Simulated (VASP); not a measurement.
# InSb (F-43m) in VASP: a series of runs

The runs below take InSb through single point, with PBEsol, PBE.

Program: VASP 6.6.1. These are calculated values, not measurements. Logs are shortened: lines on timing, memory, paths and dates and some standing lists are left out, and cuts for length are marked.

**Experimental background.**

“Electronic Structure and Epitaxy of CdTe Shells on InSb Nanowires”, 2021, arxiv:2111.05126 quotes, for a bulk crystal of InSb: band gap 0.24 eV.

How close the calculation comes is told below.

## (1) The cell of the first run

It takes space group F-43m (No. 216, cubic). Conventional cell: a = 6.568 Å, b = 6.568 Å, c = 6.568 Å, α = 90.00°, β = 90.00°, γ = 90.00°. Within 3.7 Å of In (site symmetry -43m) lie 4 Sb at 2.84 Å. Within 3.7 Å of Sb (site symmetry -43m) lie 4 In at 2.84 Å.

## (2) Single point, PBEsol

Contents of INCAR:

```
SYSTEM = InSb
PREC = Accurate ; ENCUT = 520
EDIFF = 1E-7 ; ISMEAR = 0
SIGMA = 0.1 ; LREAL = .False.
LASPH = .True. ; NELM = 100
ALGO = Normal ; ISIF = 2
LWAVE = .False. ; LCHARG = .True.
GGA = PS ; LELF = .True.
LVHAR = .True. ; NBANDS = 16
```

Contents of KPOINTS:

```
regular mesh
0
Gamma
  12 12 12
  0 0 0
```

Contents of POSCAR:

```
InSb
1.0
    0.0000000000      3.2839133529      3.2839133529
    3.2839133529      0.0000000000      3.2839133529
    3.2839133529      3.2839133529      0.0000000000
In Sb
1 1
Direct
    0.0000000000      0.0000000000      0.0000000000
    0.2500000000      0.2500000000      0.2500000000
```

Potentials or basis: VASP PAW PBE potentials, release 64 (In_d, Sb).

Command:

```sh
$ cat potpaw_PBE.64/In_d/POTCAR potpaw_PBE.64/Sb/POTCAR > POTCAR
$ mpirun -np 1 vasp_std > vasp.out
```

OUTCAR:

```text
SYSTEM = InSb
   PREC = Accurate
   ENCUT = 520
   EDIFF = 1E-7
   ISMEAR = 0
   LREAL = .False.
   LASPH = .True.
   NELM = 100
   ISIF = 2
   GGA = PS

 ion  position               nearest neighbor table
   1  0.000  0.000  0.000-   2 2.84   2 2.84   2 2.84   2 2.84
   2  0.250  0.250  0.250-   1 2.84   1 2.84   1 2.84   1 2.84

  LATTYP: Found a face centered cubic cell.
 ALAT       =     6.5678267058

  Lattice vectors:

 A1 = (   0.0000000000,   3.2839133529,   3.2839133529)
 A2 = (   3.2839133529,   0.0000000000,   3.2839133529)
 A3 = (   3.2839133529,   3.2839133529,   0.0000000000)

Analysis of symmetry for initial positions (statically):
=====================================================================
 Subroutine PRICEL returns:
 Original cell was already a primitive cell.

 Routine SETGRP: Setting up the symmetry group for a
 face centered cubic supercell.

 Subroutine GETGRP returns: Found 24 space group operations
 (whereof 24 operations were pure point group operations)
 out of a pool of 48 trial point group operations.

The static configuration has the point symmetry T_d .

Analysis of symmetry for dynamics (positions and initial velocities):
=====================================================================
 Subroutine PRICEL returns:
 Original cell was already a primitive cell.

 Routine SETGRP: Setting up the symmetry group for a
 face centered cubic supercell.

 Subroutine GETGRP returns: Found 24 space group operations
 (whereof 24 operations were pure point group operations)
 out of a pool of 48 trial point group operations.

The dynamic configuration has the point symmetry T_d .

 Subroutine INISYM returns: Found 24 space group operations
 (whereof 24 operations are pure point group operations),
 and found     1 'primitive' translations

----------------------------------------------------------------------------------------

                                     Primitive cell

  volume of cell :      70.8280

  direct lattice vectors                    reciprocal lattice vectors
     0.000000000  3.283913353  3.283913353    -0.152257367  0.152257367  0.152257367
     3.283913353  0.000000000  3.283913353     0.152257367 -0.152257367  0.152257367
     3.283913353  3.283913353  0.000000000     0.152257367  0.152257367 -0.152257367

  length of vectors
     4.644154801  4.644154801  4.644154801     0.263717495  0.263717495  0.263717495

  position of ions in fractional coordinates (direct lattice)
     0.000000000  0.000000000  0.000000000
     0.250000000  0.250000000  0.250000000

  ion indices of the primitive-cell ions
   primitive index   ion index
                 1           1
                 2           2

----------------------------------------------------------------------------------------

 KPOINTS: regular mesh

Automatic generation of k-mesh.
 Grid dimensions read from file:
 generate k-points for:   12   12   12

 Generating k-lattice:

  Cartesian coordinates                     Fractional coordinates (reciprocal lattice)
    -0.012688114  0.012688114  0.012688114     0.083333333  0.000000000  0.000000000
     0.012688114 -0.012688114  0.012688114     0.000000000  0.083333333  0.000000000
     0.012688114  0.012688114 -0.012688114     0.000000000  0.000000000  0.083333333

  Length of vectors
     0.021976458  0.021976458  0.021976458

  Shift w.r.t. Gamma in fractional coordinates (k-lattice)
     0.000000000  0.000000000  0.000000000

 Subroutine IBZKPT returns following result:
 ===========================================

 Found     72 irreducible k-points:

 Following reciprocal coordinates:
            Coordinates               Weight
  0.000000  0.000000  0.000000      1.000000
  0.083333  0.000000  0.000000      8.000000
  0.166667  0.000000  0.000000      8.000000
  0.250000  0.000000  0.000000      8.000000
  0.333333  0.000000  0.000000      8.000000
  0.416667  0.000000  0.000000      8.000000
[... 16 lines left out ...]
  0.500000  0.166667  0.000000     24.000000
 -0.416667  0.166667  0.000000     24.000000
 [... further k-points ...]
   k-points           NKPTS =     72   k-points in BZ     NKDIM =     72   number of bands    NBANDS=     16
   number of dos      NEDOS =    301   number of ions     NIONS =      2
   total plane-waves  NPLWV =  46656
   dimension x,y,z NGX =    36 NGY =   36 NGZ =   36
   dimension x,y,z NGXF=    72 NGYF=   72 NGZF=   72
   ions per type =               1   1
   NGX,Y,Z   is equivalent  to a cutoff of  12.89, 12.89, 12.89 a.u.
   NGXF,Y,Z  is equivalent  to a cutoff of  25.77, 25.77, 25.77 a.u.
 SYSTEM =  InSb
   PREC   = accura    normal or accurate (medium, high low for compatibility)
   ISTART =      0    job   : 0-new  1-cont  2-samecut
   ICHARG =      2    charge: 1-file 2-atom 10-const
   ISPIN  =      1    spin polarized calculation?
   LNONCOLLINEAR =      F non collinear calculations
   LSORBIT =      F    spin-orbit coupling
   LASPH  =      T    aspherical Exc in radial PAW
   ENCUT  =  520.0 eV  38.22 Ry    6.18 a.u.   8.64  8.64  8.64*2*pi/ulx,y,z
   NELM   =    100;   NELMIN=  2; NELMDL= -5     # of ELM steps
   EDIFF  = 0.1E-06   stopping-criterion for ELM
   LREAL  =      F    real-space projection
   EDIFFG = 0.1E-05   stopping-criterion for IOM
   NSW    =      0    number of steps for IOM
   IBRION =     -1    ionic relax: 0-MD 1-quasi-New 2-CG
   NFREE  =      0    steps in history (QN), initial steepest desc. (CG)
   ISIF   =      2    stress and relaxation
   ISYM   =      2    0-nonsym 1-usesym 2-fastsym
   POTIM  = 0.5000    time-step for ionic-motion
   TEBEG  =    0.0;   TEEND  =   0.0 temperature during run
   PSTRESS=    0.0 pullay stress
   NELECT =      18.0000    total number of electrons
   NUPDOWN=      -1.0000    fix difference up-down
   EMIN   =  10.00;   EMAX   =-10.00  energy-range for DOS
   EFERMI =   0.00;   METHOD = LEGACY
   ISMEAR =     0;   SIGMA  =   0.10  broadening in eV -4-tet -1-fermi 0-gaus
   EFERMI_NEDOS =   21; number of points for ismear=-14 and -15
   IALGO  =     38    algorithm
   IMIX   =      4    mixing-type and parameters
     AMIX     =   0.40;   BMIX     =  1.00
     AMIX_MAG =   1.60;   BMIX_MAG =  1.00
  volume/ion in A,a.u.               =      35.41       238.99
  Fermi-wavevector in a.u.,A,eV,Ry     =   1.036965  1.959579 14.630288  1.075296
  Thomas-Fermi vector in A             =   2.171380
   LORBIT       =      0    0 simple, 1 ext, 2 COOP (PROOUT), +10 PAW based schemes
   GGA     = PS    functional components
   LHFCALC =     F    Hartree Fock is set to
   AEXX    =    0.0000 exact exchange contribution
   IVDW    =     0    specifies the selected vdW correction
   LEPSILON=     F    determine dielectric tensor
   LRPA    =     F    only Hartree local field effects (RPA)
 non-spin polarized calculation
 Gauss-broadening in eV      SIGMA  =   0.10
  energy-cutoff  :      520.00
  volume of cell :       70.83
 maximum number of plane-waves:      1932
   NGX = 17   NGY = 17   NGZ = 17

 number of electron      18.0000001 magnetization

 Free energy of the ion-electron system (eV)
  ---------------------------------------------------
  ext. energy  EPLUGINS =         0.00000000
  ---------------------------------------------------
  free energy    TOTEN  =        -7.69665549 eV

  energy without entropy =       -7.69650542  energy(sigma->0) =       -7.69658046

 E-fermi :   4.5985     XC(G=0):  -8.6960

 val. band max:        4.5402488175   @ k =   0.0000   0.0000   0.0000
 cond. band min:       4.9433501580   @ k =   0.5000   0.0000   0.0000
 fundamental gap:      0.4031013405
 Fermi energy:         4.5984805734

 k-point     1 :       0.0000    0.0000    0.0000
  band No.  band energies     occupation
      1      -9.9166      2.00000
      2      -9.9166      2.00000
      3      -9.9166      2.00000
      4      -9.8410      2.00000
      5      -9.8410      2.00000
      6      -5.9558      2.00000
[... 8 lines left out ...]
     15      12.7412      0.00000
     16      12.7412      0.00000

 k-point     2 :       0.0833    0.0000    0.0000
  band No.  band energies     occupation
      1      -9.9194      2.00000
      2      -9.9153      2.00000
      3      -9.9153      2.00000
      4      -9.8411      2.00000
      5      -9.8411      2.00000
      6      -5.8958      2.00000
[... 8 lines left out ...]
     15      12.2178      0.00000
     16      12.2178      0.00000

 k-point     3 :       0.1667    0.0000    0.0000
  band No.  band energies     occupation
      1      -9.9271      2.00000
      2      -9.9119      2.00000
      3      -9.9119      2.00000
      4      -9.8412      2.00000
      5      -9.8412      2.00000
      6      -5.7209      2.00000
[... 8 lines left out ...]
     15      11.7904      0.00000
     16      11.7904      0.00000

 k-point     4 :       0.2500    0.0000    0.0000
  band No.  band energies     occupation
      1      -9.9375      2.00000
      2      -9.9075      2.00000
      3      -9.9075      2.00000
      4      -9.8411      2.00000
      5      -9.8411      2.00000
      6      -5.4481      2.00000
[... 8 lines left out ...]
     15      11.7561      0.00000
     16      11.7561      0.00000

 k-point     5 :       0.3333    0.0000    0.0000
  band No.  band energies     occupation
      1      -9.9478      2.00000
      2      -9.9035      2.00000
      3      -9.9035      2.00000
      4      -9.8405      2.00000
      5      -9.8405      2.00000
      6      -5.1175      2.00000
[... 8 lines left out ...]
     15      12.1801      0.00000
     16      12.1801      0.00000

 k-point     6 :       0.4167    0.0000    0.0000
  band No.  band energies     occupation
      1      -9.9553      2.00000
      2      -9.9010      2.00000
      3      -9.9010      2.00000
      4      -9.8397      2.00000
      5      -9.8397      2.00000
      6      -4.8146      2.00000
[... 8 lines left out ...]
     15      12.9496      0.00000
     16      12.9496      0.00000

 k-point     7 :       0.5000    0.0000    0.0000
  band No.  band energies     occupation
      1      -9.9580      2.00000
      2      -9.9001      2.00000
      3      -9.9001      2.00000
      4      -9.8394      2.00000
      5      -9.8394      2.00000
      6      -4.6829      2.00000
[... 8 lines left out ...]
     15      13.5767      0.00000
     16      13.5767      0.00000

 k-point     8 :       0.0833    0.0833    0.0000
  band No.  band energies     occupation
      1      -9.9218      2.00000
      2      -9.9141      2.00000
      3      -9.9141      2.00000
      4      -9.8418      2.00000
      5      -9.8404      2.00000
      6      -5.8758      2.00000
[... 8 lines left out ...]
     15      11.6113      0.00000
     16      12.8109      0.00000

 k-point     9 :       0.1667    0.0833    0.0000
  band No.  band energies     occupation
      1      -9.9285      2.00000
      2      -9.9113      2.00000
      3      -9.9107      2.00000
      4      -9.8427      2.00000
      5      -9.8400      2.00000
      6      -5.7388      2.00000
[... 8 lines left out ...]
     15      11.3222      0.00000
     16      12.4758      0.00000
[... 172 lines left out ...]
 k-point    19 :       0.1667    0.1667    0.0000
  band No.  band energies     occupation
      1      -9.9357      2.00000
      2      -9.9072      2.00000
      3      -9.9072      2.00000
      4      -9.8445      2.00000
      5      -9.8389      2.00000
      6      -5.6410      2.00000
[... 8 lines left out ...]
     15      11.7148      0.00000
     16      13.0191      0.00000

 k-point    20 :       0.2500    0.1667    0.0000
  band No.  band energies     occupation
      1      -9.9444      2.00000
      2      -9.9031      2.00000
      3      -9.9026      2.00000
      4      -9.8459      2.00000
      5      -9.8381      2.00000
      6      -5.4361      2.00000
[... 8 lines left out ...]
     15      12.4061      0.00000
     16      12.9503      0.00000

 k-point    21 :       0.3333    0.1667    0.0000
  band No.  band energies     occupation
      1      -9.9529      2.00000
      2      -9.8999      2.00000
      3      -9.8982      2.00000
      4      -9.8465      2.00000
      5      -9.8376      2.00000
      6      -5.1474      2.00000
[... 8 lines left out ...]
     15      12.6956      0.00000
     16      13.1165      0.00000

 k-point    22 :       0.4167    0.1667    0.0000
  band No.  band energies     occupation
      1      -9.9596      2.00000
      2      -9.8977      2.00000
      3      -9.8953      2.00000
      4      -9.8458      2.00000
      5      -9.8375      2.00000
      6      -4.8266      2.00000
[... 8 lines left out ...]
     15      12.9371      0.00000
     16      13.6521      0.00000

 k-point    23 :       0.5000    0.1667    0.0000
  band No.  band energies     occupation
      1      -9.9632      2.00000
      2      -9.8966      2.00000
      3      -9.8942      2.00000
      4      -9.8441      2.00000
      5      -9.8383      2.00000
      6      -4.5776      2.00000
[... 8 lines left out ...]
     15      13.3103      0.00000
     16      13.6718      0.00000

 k-point    24 :      -0.4167    0.1667    0.0000
  band No.  band energies     occupation
      1      -9.9628      2.00000
      2      -9.8966      2.00000
      3      -9.8950      2.00000
      4      -9.8422      2.00000
      5      -9.8399      2.00000
      6      -4.5387      2.00000
[... 8 lines left out ...]
     15      12.6694      0.00000
     16      12.9266      0.00000

 [... further k-points ...]
[... 5 lines left out ...]
  --------------------------------------------------------------------------------------
  -------------------------------------------------------------------------------------
  Total       -0.3970478     -0.3970478     -0.3970478      0.0000000     -0.0000000      0.0000000
  in kB       -8.9814894     -8.9814894     -8.9814894      0.0000000     -0.0000000      0.0000000
  external PRESSURE =      -8.9814894 kB  Pullay stress =       0.0000000 kB

 VOLUME and BASIS-vectors are now :
 -----------------------------------------------------------------------------
  energy-cutoff  :      520.00
  volume of cell :       70.83
      direct lattice vectors                 reciprocal lattice vectors
     0.000000000  3.283913353  3.283913353    -0.152257367  0.152257367  0.152257367
     3.283913353  0.000000000  3.283913353     0.152257367 -0.152257367  0.152257367
     3.283913353  3.283913353  0.000000000     0.152257367  0.152257367 -0.152257367

 POSITION                                       TOTAL-FORCE (eV/Angst)
 -----------------------------------------------------------------------------------
      0.00000      0.00000      0.00000         0.000000      0.000000      0.000000
      1.64196      1.64196      1.64196        -0.000000     -0.000000     -0.000000
 -----------------------------------------------------------------------------------
    total drift:                               -0.000000     -0.000000     -0.000000

  FREE ENERGIE OF THE ION-ELECTRON SYSTEM (eV)
  ---------------------------------------------------
  free  energy   TOTEN  =        -7.6966554911 eV

  energy  without entropy=       -7.6965054220  energy(sigma->0) =       -7.69658046
```

Wall time 71 s (1 thread of Intel Xeon Platinum 8375C at 2.90GHz (Ice Lake), shared host); peak memory 0.25 GiB.

Results:

```
Free energy            : -7.6967 eV
Pressure               : -0.9 GPa
Band gap on the k mesh : zero (filled and empty bands touch)
```

Caveat: semilocal functionals underestimate gaps, so a narrow gap can read as zero; the PAW data sets were made with another functional, which shifts forces and pressure a little; spin-orbit coupling is left out, which moves the levels of the heavy elements.

[end of part 1 of 2]
